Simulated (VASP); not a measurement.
Crystal: PbS.

```
CELL_PARAMETERS angstrom
4.12345 0.00000 0.00000
-2.06173 3.57101 0.00000
0.00000 0.00000 7.33373
ATOMIC_POSITIONS crystal
Pb 0.00000 0.00000 0.00000
Pb 0.00000 0.00000 0.50000
S 0.33333 0.66667 0.25000
S 0.66667 0.33333 0.75000
```

Base run:

| Property | Result |
| --- | --- |
| Program | VASP 6.6.1 |
| Functional | PBE |
| Potentials or basis | VASP PAW PBE potentials, release 64 (Pb_d, S) |
| Cutoff | 520 eV |
| k mesh | 12 × 12 × 4 |
| Occupations | fermi-dirac, width 0.02 eV |
| Spin | no spin polarisation |

Its results: pressure 0.9 GPa.

Task: The run is repeated on the same cell with these changes: functional from PBE to r2SCAN; k mesh from 12 × 12 × 4 to 6 × 6 × 4. What comes out?

Result: Pressure 0.0 GPa.

Several settings changed at once.

Caveats: the PAW data sets were made with another functional, which shifts forces and pressure a little (at least some runs).
